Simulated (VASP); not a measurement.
# AlN (F-43m) in VASP: notebook

The runs below take AlN through relaxation of cell and atoms, single point, with PBE, PBEsol, LDA, PBE0.

All numbers are computed with VASP 6.6.1; they aren't measurements. Logs are shortened: lines on timing, memory, paths and dates and some standing lists are left out, and cuts for length are marked.

**1. The cell of the first run**

Symmetry: F-43m, No. 216, cubic system. Conventional cell: a = 4.137 Å, b = 4.137 Å, c = 4.137 Å, α = 90.00°, β = 90.00°, γ = 90.00°. Within 2.4 Å of Al (site symmetry -43m) lie 4 N at 1.79 Å. N (site symmetry -43m) has 4 Al at 1.79 Å within 2.4 Å.

**2. Relaxation of cell and atoms, PBE**

INCAR

```
SYSTEM = AlN
  PREC = Accurate
  ENCUT = 600
  EDIFF = 1E-6
  ISMEAR = -1
  SIGMA = 0.02
  LREAL = .FALSE.
  LASPH = .TRUE.
  NELM = 60
  ALGO = Normal
  ISIF = 3
  LWAVE = .FALSE.
  LCHARG = .FALSE.
  GGA = PE
  IBRION = 2
  NSW = 80
  EDIFFG = -0.005
```

KPOINTS

```
regular mesh
0
G
  10 10 10
  0 0 0
```

POSCAR

```
AlN
1.0
    0.0000000000      2.0684150744      2.0684150744
    2.0684150744      0.0000000000      2.0684150744
    2.0684150744      2.0684150744      0.0000000000
Al N
1 1
Direct
    0.0000000000      0.0000000000      0.0000000000
    0.2500000000      0.2500000000      0.2500000000
```

Potentials or basis: VASP PAW PBE potentials, release 64 (Al, N).

Run with:

```console
> cat potpaw_PBE.64/Al/POTCAR potpaw_PBE.64/N/POTCAR > POTCAR
> mpirun -np 1 vasp_std > vasp.out
```

OUTCAR:

```text
SYSTEM = AlN
   PREC = Accurate
   ENCUT = 600
   EDIFF = 1E-6
   ISMEAR = -1
   LREAL = .FALSE.
   LASPH = .TRUE.
   NELM = 60
   ISIF = 3
   GGA = PE
   IBRION = 2
   NSW = 80
   EDIFFG = -0.005

 ion  position               nearest neighbor table
   1  0.000  0.000  0.000-   2 1.79   2 1.79   2 1.79   2 1.79
   2  0.250  0.250  0.250-   1 1.79   1 1.79   1 1.79   1 1.79

  LATTYP: Found a face centered cubic cell.
 ALAT       =     4.1368301488

  Lattice vectors:

 A1 = (   0.0000000000,   2.0684150744,   2.0684150744)
 A2 = (   2.0684150744,   0.0000000000,   2.0684150744)
 A3 = (   2.0684150744,   2.0684150744,   0.0000000000)

Analysis of symmetry for initial positions (statically):
=====================================================================
 Subroutine PRICEL returns:
 Original cell was already a primitive cell.

 Routine SETGRP: Setting up the symmetry group for a
 face centered cubic supercell.

 Subroutine GETGRP returns: Found 24 space group operations
 (whereof 24 operations were pure point group operations)
 out of a pool of 48 trial point group operations.

The static configuration has the point symmetry T_d .

Analysis of symmetry for dynamics (positions and initial velocities):
=====================================================================
 Subroutine PRICEL returns:
 Original cell was already a primitive cell.

 Routine SETGRP: Setting up the symmetry group for a
 face centered cubic supercell.

 Subroutine GETGRP returns: Found 24 space group operations
 (whereof 24 operations were pure point group operations)
 out of a pool of 48 trial point group operations.

The dynamic configuration has the point symmetry T_d .

 Subroutine INISYM returns: Found 24 space group operations
 (whereof 24 operations are pure point group operations),
 and found     1 'primitive' translations

----------------------------------------------------------------------------------------

                                     Primitive cell

  volume of cell :      17.6988

  direct lattice vectors                    reciprocal lattice vectors
     0.000000000  2.068415074  2.068415074    -0.241730979  0.241730979  0.241730979
     2.068415074  0.000000000  2.068415074     0.241730979 -0.241730979  0.241730979
     2.068415074  2.068415074  0.000000000     0.241730979  0.241730979 -0.241730979

  length of vectors
     2.925180651  2.925180651  2.925180651     0.418690337  0.418690337  0.418690337

  position of ions in fractional coordinates (direct lattice)
     0.000000000  0.000000000  0.000000000
     0.250000000  0.250000000  0.250000000

  ion indices of the primitive-cell ions
   primitive index   ion index
                 1           1
                 2           2

----------------------------------------------------------------------------------------

 KPOINTS: regular mesh

Automatic generation of k-mesh.
 Grid dimensions read from file:
 generate k-points for:   10   10   10

 Generating k-lattice:

  Cartesian coordinates                     Fractional coordinates (reciprocal lattice)
    -0.024173098  0.024173098  0.024173098     0.100000000  0.000000000  0.000000000
     0.024173098 -0.024173098  0.024173098     0.000000000  0.100000000  0.000000000
     0.024173098  0.024173098 -0.024173098     0.000000000  0.000000000  0.100000000

  Length of vectors
     0.041869034  0.041869034  0.041869034

  Shift w.r.t. Gamma in fractional coordinates (k-lattice)
     0.000000000  0.000000000  0.000000000

 Subroutine IBZKPT returns following result:
 ===========================================

 Found     47 irreducible k-points:

 Following reciprocal coordinates:
            Coordinates               Weight
  0.000000  0.000000  0.000000      1.000000
  0.100000  0.000000  0.000000      8.000000
  0.200000  0.000000  0.000000      8.000000
  0.300000  0.000000  0.000000      8.000000
  0.400000  0.000000  0.000000      8.000000
  0.500000  0.000000  0.000000      4.000000
[... 16 lines left out ...]
  0.300000  0.300000  0.000000      6.000000
  0.400000  0.300000  0.000000     24.000000
 [... further k-points ...]
   k-points           NKPTS =     47   k-points in BZ     NKDIM =     47   number of bands    NBANDS=      8
   number of dos      NEDOS =    301   number of ions     NIONS =      2
   total plane-waves  NPLWV =  13824
   dimension x,y,z NGX =    24 NGY =   24 NGZ =   24
   dimension x,y,z NGXF=    48 NGYF=   48 NGZF=   48
   ions per type =               1   1
   NGX,Y,Z   is equivalent  to a cutoff of  13.64, 13.64, 13.64 a.u.
   NGXF,Y,Z  is equivalent  to a cutoff of  27.28, 27.28, 27.28 a.u.
 SYSTEM =  AlN
   PREC   = accura    normal or accurate (medium, high low for compatibility)
   ISTART =      0    job   : 0-new  1-cont  2-samecut
   ICHARG =      2    charge: 1-file 2-atom 10-const
   ISPIN  =      1    spin polarized calculation?
   LNONCOLLINEAR =      F non collinear calculations
   LSORBIT =      F    spin-orbit coupling
   LASPH  =      T    aspherical Exc in radial PAW
   ENCUT  =  600.0 eV  44.10 Ry    6.64 a.u.   5.84  5.84  5.84*2*pi/ulx,y,z
   NELM   =     60;   NELMIN=  2; NELMDL= -5     # of ELM steps
   EDIFF  = 0.1E-05   stopping-criterion for ELM
   LREAL  =      F    real-space projection
   EDIFFG = -.5E-02   stopping-criterion for IOM
   NSW    =     80    number of steps for IOM
   IBRION =      2    ionic relax: 0-MD 1-quasi-New 2-CG
   NFREE  =      1    steps in history (QN), initial steepest desc. (CG)
   ISIF   =      3    stress and relaxation
   ISYM   =      2    0-nonsym 1-usesym 2-fastsym
   POTIM  = 0.5000    time-step for ionic-motion
   TEBEG  =    0.0;   TEEND  =   0.0 temperature during run
   PSTRESS=    0.0 pullay stress
   NELECT =       8.0000    total number of electrons
   NUPDOWN=      -1.0000    fix difference up-down
   EMIN   =  10.00;   EMAX   =-10.00  energy-range for DOS
   EFERMI =   0.00;   METHOD = LEGACY
   ISMEAR =    -1;   SIGMA  =   0.02  broadening in eV -4-tet -1-fermi 0-gaus
   EFERMI_NEDOS =   21; number of points for ismear=-14 and -15
   IALGO  =     38    algorithm
   IMIX   =      4    mixing-type and parameters
     AMIX     =   0.40;   BMIX     =  1.00
     AMIX_MAG =   1.60;   BMIX_MAG =  1.00
  volume/ion in A,a.u.               =       8.85        59.72
  Fermi-wavevector in a.u.,A,eV,Ry     =   1.256388  2.374229 21.476945  1.578511
  Thomas-Fermi vector in A             =   2.390098
   LORBIT       =      0    0 simple, 1 ext, 2 COOP (PROOUT), +10 PAW based schemes
   GGA     = PE    functional components
   LHFCALC =     F    Hartree Fock is set to
   AEXX    =    0.0000 exact exchange contribution
   IVDW    =     0    specifies the selected vdW correction
   LEPSILON=     F    determine dielectric tensor
   LRPA    =     F    only Hartree local field effects (RPA)
 conjugate gradient relaxation of ions
 non-spin polarized calculation
  energy-cutoff  :      600.00
  volume of cell :       17.70
 maximum number of plane-waves:       609
   NGX = 11   NGY = 11   NGZ = 11

--------------------------------------- Ionic step        1  -------------------------------------------

 number of electron       8.0000002 magnetization

 Free energy of the ion-electron system (eV)
  ---------------------------------------------------
  ext. energy  EPLUGINS =         0.00000000
  ---------------------------------------------------
  free energy    TOTEN  =       -14.34487343 eV

  energy without entropy =      -14.34487343  energy(sigma->0) =      -14.34487343

------------------------ aborting loop because EDIFF is reached ----------------------------------------

  FORCE on cell =-STRESS in cart. coord.  units (eV):
  Direction    XX          YY          ZZ          XY          YZ          ZX
  --------------------------------------------------------------------------------------
  -------------------------------------------------------------------------------------
  Total        5.7078878      5.7078878      5.7078878      0.0000000      0.0000000      0.0000000
  in kB      516.7053172    516.7053172    516.7053172      0.0000000      0.0000000      0.0000000
  external PRESSURE =     516.7053172 kB  Pullay stress =       0.0000000 kB
[... 21 lines left out ...]
  energy  without entropy=      -14.3448734305  energy(sigma->0) =      -14.34487343

--------------------------------------- Ionic step        2  -------------------------------------------

 number of electron       8.0000000 magnetization

 E-fermi :   4.4854     XC(G=0):  -9.9947

 val. band max:        4.0385907159   @ k =   0.0000   0.0000   0.0000
 cond. band min:       6.3983328147   @ k =   0.0000   0.0000   0.0000
 fundamental gap:      2.3597420988
 Fermi energy:         4.4854081501

 k-point     1 :       0.0000    0.0000    0.0000
  band No.  band energies     occupation
      1      -9.7594      2.00000
      2       4.0386      2.00000
      3       4.0386      2.00000
      4       4.0386      2.00000
      5       6.3983      0.00000
      6      14.5397      0.00000
      7      14.5397      0.00000
      8      14.5397      0.00000
[... 318 lines left out ...]
  FREE ENERGIE OF THE ION-ELECTRON SYSTEM (eV)
  ---------------------------------------------------
  free  energy   TOTEN  =       -14.8449854701 eV

  energy  without entropy=      -14.8449854701  energy(sigma->0) =      -14.84498547

[... ionic steps 4 to 15 ...]

--------------------------------------- Ionic step       16  -------------------------------------------

 number of electron       8.0000001 magnetization

------------------------ aborting loop because EDIFF is reached ----------------------------------------

  FORCE on cell =-STRESS in cart. coord.  units (eV):
  Direction    XX          YY          ZZ          XY          YZ          ZX
  --------------------------------------------------------------------------------------
  -------------------------------------------------------------------------------------
  Total        0.0411791      0.0411791      0.0411791      0.0000000      0.0000000      0.0000000
  in kB        3.1006094      3.1006094      3.1006094      0.0000000      0.0000000      0.0000000
  external PRESSURE =       3.1006094 kB  Pullay stress =       0.0000000 kB
[... 57 lines left out ...]
  energy  without entropy=      -14.8454279835  energy(sigma->0) =      -14.84542798

--------------------------------------- Ionic step       18  -------------------------------------------

 number of electron       8.0000001 magnetization

 Free energy of the ion-electron system (eV)
  ---------------------------------------------------
  ext. energy  EPLUGINS =         0.00000000
  ---------------------------------------------------
  free energy    TOTEN  =       -14.84544290 eV

  energy without entropy =      -14.84544290  energy(sigma->0) =      -14.84544290

 E-fermi :   6.1746     XC(G=0): -10.8356

 val. band max:        5.7589124176   @ k =   0.0000   0.0000   0.0000
 cond. band min:       9.0647776985   @ k =   0.5000   0.5000   0.0000
 fundamental gap:      3.3058652809
 Fermi energy:         6.1746319471

 k-point     1 :       0.0000    0.0000    0.0000
  band No.  band energies     occupation
      1      -9.0926      2.00000
      2       5.7589      2.00000
      3       5.7589      2.00000
      4       5.7589      2.00000
      5       9.7563      0.00000
      6      18.0973      0.00000
      7      18.0973      0.00000
      8      18.0973      0.00000
[... 282 lines left out ...]
  FREE ENERGIE OF THE ION-ELECTRON SYSTEM (eV)
  ---------------------------------------------------
  free  energy   TOTEN  =       -14.8454428961 eV

  energy  without entropy=      -14.8454428961  energy(sigma->0) =      -14.84544290

 reached required accuracy - stopping structural energy minimisation
```

Run time: 62 s. Hardware: 1 thread of Intel Xeon 8259CL, shared host; peak memory 0.14 GiB.

Results:

| Property | Result |
| --- | --- |
| Free energy | -14.8454 eV |
| Relaxed volume | 10.65 Å³/atom |
| Relaxed cell | a = 3.112 Å, b = 3.112 Å, c = 3.112 Å, α = 60.00°, β = 60.00°, γ = 60.00° |
| Space group after relaxing (to 0.05 Å) | F-43m (No. 216) |
| Energy gained by relaxing | 250.3 meV/atom |
| Ionic steps | 18 |
| Pressure after relaxing | 0.0 GPa |
| Band gap on the k mesh | 3.31 eV, indirect (least direct gap 4.00 eV) |

Step by step:
| step | energy change (eV) | largest force (eV/Å) | pressure (GPa) | volume (Å³) |
| --- | --- | --- | --- | --- |
| 1 | 0.0000 | 0.0000 | 51.67 | 17.70 |
| 2 | -0.0402 | 0.0000 | -26.38 | 26.06 |
| 3 | -0.5001 | 0.0000 | -1.07 | 21.44 |
| 4 | -0.5005 | 0.0000 | -0.27 | 21.34 |
| 5 | -0.5005 | 0.0000 | 0.43 | 21.26 |
| 6 | -0.5005 | 0.0000 | 0.43 | 21.27 |
| 7 | -0.5005 | 0.0000 | 0.41 | 21.27 |
| 8 | -0.5005 | 0.0000 | 0.40 | 21.27 |
| 9 | -0.5005 | 0.0000 | 0.40 | 21.27 |
| 10 | -0.5005 | 0.0000 | 0.40 | 21.27 |
| 11 | -0.5005 | 0.0000 | 0.40 | 21.27 |
| 12 | -0.5005 | 0.0000 | 0.40 | 21.27 |
| 13 | -0.5005 | 0.0000 | 0.40 | 21.27 |
| 14 | -0.5005 | 0.0000 | 0.39 | 21.27 |
| 15 | -0.5005 | 0.0000 | 0.36 | 21.27 |
| 16 | -0.5005 | 0.0000 | 0.31 | 21.28 |
| 17 | -0.5006 | 0.0000 | 0.22 | 21.29 |
| 18 | -0.5006 | 0.0000 | 0.02 | 21.31 |

Final structure:
```
CELL_PARAMETERS angstrom
0.00000 2.20048 2.20048
2.20048 0.00000 2.20048
2.20048 2.20048 0.00000
ATOMIC_POSITIONS crystal
Al 0.00000 0.00000 0.00000
N 0.25000 0.25000 0.25000
```

Levels at points of the mesh, in eV from the valence-band top:
```
           k point  band 1  band 2  band 3  band 4  band 5  band 6  band 7  band 8
(0.00, 0.00, 0.00)  -14.85    0.00    0.00    0.00    4.00   12.34   12.34   12.34
(0.50, 0.00, 0.00)  -12.87   -5.76   -0.48   -0.48    7.18    9.71   11.01   11.01
(0.50, 0.50, 0.00)  -12.25   -4.83   -1.75   -1.75    3.31    8.48   13.66   15.45
```

Caveat: the volume moved by over 15 % at a fixed basis, so the end points are rough.

(Part 1 of 3 ends here.)
